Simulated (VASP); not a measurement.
# CuO (C2/c) in VASP: further runs, part 2 of 2

VASP 6.6.1. The steps go on from the part before.

## (3) Single point, PBEsol+U, collinear spin

The input, INCAR:

```
ALGO     = Normal         # electronic algorithm
EDIFF    = 1E-6           # SCF threshold, eV
ENCUT    = 520            # plane-wave cutoff, eV
GGA      = PS             # functional
ISIF     = 2              # what is computed and relaxed
ISMEAR   = -1             # smearing method
ISPIN    = 2              # spin polarisation
LASPH    = True           # aspherical terms in the spheres
LCHARG   = True           # write CHGCAR
LDAU     = True           # DFT+U
LDAUJ    = 0 0          
LDAUL    = 2 -1           # shell
LDAUPRINT= 1            
LDAUTYPE = 2            
LDAUU    = 6.6 0          # U, eV
LELF     = True           # ELF
LMAXMIX  = 4              # l up to which the mixer works
LORBIT   = 11             # projections on sites
LREAL    = False          # projectors in reciprocal space
LVHAR    = True         
LWAVE    = False          # write WAVECAR
MAGMOM   = 1 1 1 1 0 0 0 0 # initial moments
NBANDS   = 48             # bands
NELM     = 150            # most SCF steps
PREC     = Accurate       # precision mode
SIGMA    = 0.02           # smearing width, eV
```

The input, KPOINTS:

```
k-points
0
Gamma
  7 7 2
```

The input, POSCAR:

```
CuO
1.0
    2.3395500000     -1.7402500000      0.0000000000
    2.3395500000      1.7402500000      0.0000000000
   -1.5304000000      0.0000000000     10.1215600000
Cu O
4 4
Direct
    0.0000000000      0.5000000000      0.0000000000
    0.0000000000      0.5000000000      0.5000000000
    0.5000000000      0.0000000000      0.2500000000
    0.5000000000      0.0000000000      0.7500000000
    0.5477000000      0.4523000000      0.1250000000
    0.5477000000      0.4523000000      0.6250000000
    0.4523000000      0.5477000000      0.3750000000
    0.4523000000      0.5477000000      0.8750000000
```

Potentials or basis: VASP PAW PBE potentials, release 64 (Cu, O).

Started as:

```bash
$ cat potpaw_PBE.64/Cu/POTCAR potpaw_PBE.64/O/POTCAR > POTCAR
$ mpirun -np 1 vasp_std > vasp.out
```

OUTCAR:

```text
EDIFF = 1E-6
   ENCUT = 520
   GGA = PS
   ISIF = 2
   ISMEAR = -1
   ISPIN = 2
   LASPH = True
   LORBIT = 11
   LREAL = False
   NELM = 150
   PREC = Accurate

 ion  position               nearest neighbor table
   1  0.000  0.500  0.000-   5 1.91   8 1.91   8 1.99   5 1.99
   2  0.000  0.500  0.500-   6 1.91   7 1.91   7 1.99   6 1.99
   3  0.500  0.000  0.250-   7 1.91   5 1.91   7 1.99   5 1.99
   4  0.500  0.000  0.750-   8 1.91   6 1.91   8 1.99   6 1.99
   5  0.548  0.452  0.125-   3 1.91   1 1.91   3 1.99   1 1.99
   6  0.548  0.452  0.625-   4 1.91   2 1.91   4 1.99   2 1.99
   7  0.452  0.548  0.375-   2 1.91   3 1.91   3 1.99   2 1.99
   8  0.452  0.548  0.875-   1 1.91   4 1.91   4 1.99   1 1.99
[... 9 lines left out ...]
 A1 = (   2.3395500000,  -1.7402500000,   0.0000000000)
 A2 = (   2.3395500000,   1.7402500000,   0.0000000000)
 A3 = (  -1.5304000000,   0.0000000000,  10.1215600000)

Analysis of symmetry for initial positions (statically):
=====================================================================
 Subroutine PRICEL returns following result:

  LATTYP: Found a base centered monoclinic cell.
 ALAT       =     4.6791000000
 B/A-ratio  =     0.7438396273
 C/A-ratio  =     1.0938648385
 COS(beta)  =    -0.1495026780
[... 12 lines left out ...]
 Subroutine GETGRP returns: Found  4 space group operations
 (whereof  2 operations were pure point group operations)
 out of a pool of  4 trial point group operations.

The static configuration has the point symmetry S_2 .
 The point group associated with its full space group is C_2h.

Analysis of symmetry for dynamics (positions and initial velocities):
=====================================================================
 Subroutine PRICEL returns following result:

  LATTYP: Found a base centered monoclinic cell.
 ALAT       =     4.6791000000
 B/A-ratio  =     0.7438396273
 C/A-ratio  =     1.0938648385
 COS(beta)  =    -0.1495026780
[... 12 lines left out ...]
 Subroutine GETGRP returns: Found  4 space group operations
 (whereof  2 operations were pure point group operations)
 out of a pool of  4 trial point group operations.

The dynamic configuration has the point symmetry S_2 .
 The point group associated with its full space group is C_2h.

Analysis of structural, dynamic, and magnetic symmetry:
=====================================================================
 Subroutine PRICEL returns following result:

  LATTYP: Found a base centered monoclinic cell.
 ALAT       =     4.6791000000
 B/A-ratio  =     0.7438396273
 C/A-ratio  =     1.0938648385
 COS(beta)  =    -0.1495026780
[... 12 lines left out ...]
 Subroutine GETGRP returns: Found  4 space group operations
 (whereof  2 operations were pure point group operations)
 out of a pool of  4 trial point group operations.

The overall configuration has the point symmetry S_2 .
 The point group associated with its full space group is C_2h.

 Subroutine INISYM returns: Found  4 space group operations
 (whereof  2 operations are pure point group operations),
[... 141 lines left out ...]

atom =   1  type =  1  l = 2

 onsite density matrix

spin component  1
[... 116 lines left out ...]
  o =  0.3623  v =  0.0000  0.0000  0.0000  0.0000  0.0000  0.0818  0.5763  0.0411  0.7909 -0.1841      0.0000  0.0000  0.0000  0.0000  0.0000  0.0000  0.0000  0.0000  0.0000  0.0000
  o =  0.9582  v =  0.0000  0.0000  0.0000  0.0000  0.0000  0.8582  0.0955  0.4695 -0.1626  0.0867      0.0000  0.0000  0.0000  0.0000  0.0000  0.0000  0.0000  0.0000  0.0000  0.0000
  o =  0.9647  v =  0.8634  0.1020  0.4700 -0.1296  0.0804  0.0000  0.0000  0.0000  0.0000  0.0000      0.0000  0.0000  0.0000  0.0000  0.0000  0.0000  0.0000  0.0000  0.0000  0.0000
  o =  0.9719  v =  0.0000  0.0000  0.0000  0.0000  0.0000 -0.1358  0.5804 -0.0893 -0.2261  0.7652      0.0000  0.0000  0.0000  0.0000  0.0000  0.0000  0.0000  0.0000  0.0000  0.0000
  o =  0.9736  v =  0.0000  0.0000  0.0000  0.0000  0.0000 -0.0174 -0.5539  0.2185  0.5338  0.6002      0.0000  0.0000  0.0000  0.0000  0.0000  0.0000  0.0000  0.0000  0.0000  0.0000
  o =  0.9763  v =  0.1218 -0.7132  0.1335  0.3911 -0.5529  0.0000  0.0000  0.0000  0.0000  0.0000      0.0000  0.0000  0.0000  0.0000  0.0000  0.0000  0.0000  0.0000  0.0000  0.0000
  o =  0.9790  v = -0.0707 -0.3463  0.1930  0.4507  0.7967  0.0000  0.0000  0.0000  0.0000  0.0000      0.0000  0.0000  0.0000  0.0000  0.0000  0.0000  0.0000  0.0000  0.0000  0.0000
  o =  0.9813  v =  0.0000  0.0000  0.0000  0.0000  0.0000  0.4879 -0.1228 -0.8498  0.1094  0.1129      0.0000  0.0000  0.0000  0.0000  0.0000  0.0000  0.0000  0.0000  0.0000  0.0000
  o =  0.9839  v = -0.4823  0.1096  0.8502 -0.1247 -0.1305  0.0000  0.0000  0.0000  0.0000  0.0000      0.0000  0.0000  0.0000  0.0000  0.0000  0.0000  0.0000  0.0000  0.0000  0.0000
  o =  1.0380  v = -0.0460 -0.5907 -0.0355 -0.7820  0.1901  0.0000  0.0000  0.0000  0.0000  0.0000      0.0000  0.0000  0.0000  0.0000  0.0000  0.0000  0.0000  0.0000  0.0000  0.0000

 number of electron      68.0000030 magnetization       3.9999810

 Free energy of the ion-electron system (eV)
  ---------------------------------------------------
  ext. energy  EPLUGINS =         0.00000000
  ---------------------------------------------------
  free energy    TOTEN  =       -35.41919013 eV

  energy without entropy =      -35.41919012  energy(sigma->0) =      -35.41919012

 E-fermi :   5.2543     XC(G=0): -11.9911

 val. band max:        4.9283105176   @ k =  -0.4286   0.4286   0.0000
 cond. band min:       5.5708430935   @ k =  -0.4286   0.4286   0.0000
 fundamental gap:      0.6425325758
 Fermi energy:         5.2543104242

 spin component 1

 k-point     1 :       0.0000    0.0000    0.0000
  band No.  band energies     occupation
      1     -14.4440      1.00000
      2     -13.7845      1.00000
      3     -13.7845      1.00000
      4     -12.9621      1.00000
      5      -3.6561      1.00000
      6      -3.2061      1.00000
[... 2345 lines left out ...]
     45      16.9966      0.00000
     46      17.6802      0.00000

 [... further k-points ...]

 [bands above 46 left out]

------------------------ aborting loop because EDIFF is reached ----------------------------------------

  FORCE on cell =-STRESS in cart. coord.  units (eV):
  Direction    XX          YY          ZZ          XY          YZ          ZX
  --------------------------------------------------------------------------------------
  -------------------------------------------------------------------------------------
  Total       -3.8845733     -1.4318257     -1.0890127      0.0000000      0.0000000      2.2450656
  in kB      -75.5148699    -27.8342372    -21.1700602      0.0000000      0.0000000     43.6433609
  external PRESSURE =     -41.5063891 kB  Pullay stress =       0.0000000 kB

 VOLUME and BASIS-vectors are now :
 -----------------------------------------------------------------------------
  energy-cutoff  :      520.00
  volume of cell :       82.42
      direct lattice vectors                 reciprocal lattice vectors
     2.339550000 -1.740250000  0.000000000     0.213716313 -0.287315041  0.032314332
     2.339550000  1.740250000  0.000000000     0.213716313  0.287315041  0.032314332
    -1.530400000  0.000000000 10.121560000     0.000000000  0.000000000  0.098798999

 POSITION                                       TOTAL-FORCE (eV/Angst)
 -----------------------------------------------------------------------------------
      1.16978      0.87013      0.00000        -0.000000      0.000000      0.000000
      0.40458      0.87013      5.06078        -0.000000      0.000000      0.000000
      0.78717     -0.87013      2.53039        -0.000000     -0.000000      0.000000
      0.02198     -0.87013      7.59117        -0.000000      0.000000      0.000000
      2.14825     -0.16602      1.26520         0.000000     -0.304294      0.000000
      1.38305     -0.16602      6.32598        -0.000000     -0.304294     -0.000000
      1.76565      0.16602      3.79558         0.000000      0.304294     -0.000000
      1.00045      0.16602      8.85637        -0.000000      0.304294     -0.000000
 -----------------------------------------------------------------------------------
    total drift:                                0.000000      0.000000     -0.000000

  FREE ENERGIE OF THE ION-ELECTRON SYSTEM (eV)
  ---------------------------------------------------
  free  energy   TOTEN  =       -35.4191901251 eV

  energy  without entropy=      -35.4191901231  energy(sigma->0) =      -35.41919012

 total charge

# of ion       s       p       d       tot
------------------------------------------
    1        0.390   0.409   9.167   9.966
    2        0.390   0.409   9.167   9.966
    3        0.390   0.409   9.167   9.966
    4        0.390   0.409   9.167   9.966
    5        1.550   3.434   0.000   4.983
    6        1.550   3.434   0.000   4.983
    7        1.550   3.434   0.000   4.983
    8        1.550   3.434   0.000   4.983
--------------------------------------------------
tot          7.756  15.372  36.668  59.796

 magnetization (x)

# of ion       s       p       d       tot
------------------------------------------
    1       -0.002   0.003   0.694   0.695
    2       -0.002   0.003   0.694   0.695
    3       -0.002   0.003   0.694   0.695
    4       -0.002   0.003   0.694   0.695
    5        0.019   0.252   0.000   0.271
    6        0.019   0.252   0.000   0.271
    7        0.019   0.252   0.000   0.271
    8        0.019   0.252   0.000   0.271
--------------------------------------------------
tot          0.068   1.018   2.777   3.863
```

Wall time 8.4 min (1 thread of Oxide Virtual Turin-like, shared host); peak memory 0.31 GiB.

Results:

```
Free energy                                           : -35.4192 eV
Pressure                                              : -4.2 GPa
Largest force                                         : 0.304 eV/Å
Band gap on the k mesh                                : 0.64 eV
Net moment                                            : 4.00 μB per cell
Site moments                                          : Cu +0.69; O +0.27 μB
Valence electrons inside the program's atomic spheres : Cu 9.97; O 4.98
```

Forces on the atoms (eV/Å):
```
Cu   0.000  0.000  0.000
Cu   0.000  0.000  0.000
Cu   0.000  0.000  0.000
Cu   0.000  0.000  0.000
O    0.000 -0.304  0.000
O    0.000 -0.304  0.000
O    0.000  0.304  0.000
O    0.000  0.304  0.000
```

Stress tensor (GPa, compression positive):
```
-7.55  0.00  4.36
 0.00 -2.78  0.00
 4.36  0.00 -2.12
```

Eigenvalues of the final occupation matrices:
```
    site  spin  trace               eigenvalues
site 1 d     1   4.94  0.96 0.98 0.98 0.98 1.04
site 1 d     2   4.25  0.36 0.96 0.97 0.97 0.98
site 2 d     1   4.94  0.96 0.98 0.98 0.98 1.04
site 2 d     2   4.25  0.36 0.96 0.97 0.97 0.98
site 3 d     1   4.94  0.96 0.98 0.98 0.98 1.04
site 3 d     2   4.25  0.36 0.96 0.97 0.97 0.98
site 4 d     1   4.94  0.96 0.98 0.98 0.98 1.04
site 4 d     2   4.25  0.36 0.96 0.97 0.97 0.98
```

Caveat: the stress differs along the axes, from -8 to -2 GPa; semilocal functionals underestimate gaps, and a narrow one can read as zero; the PAW data sets were made with another functional, which shifts forces and pressure a little. A k mesh can miss the band edges.
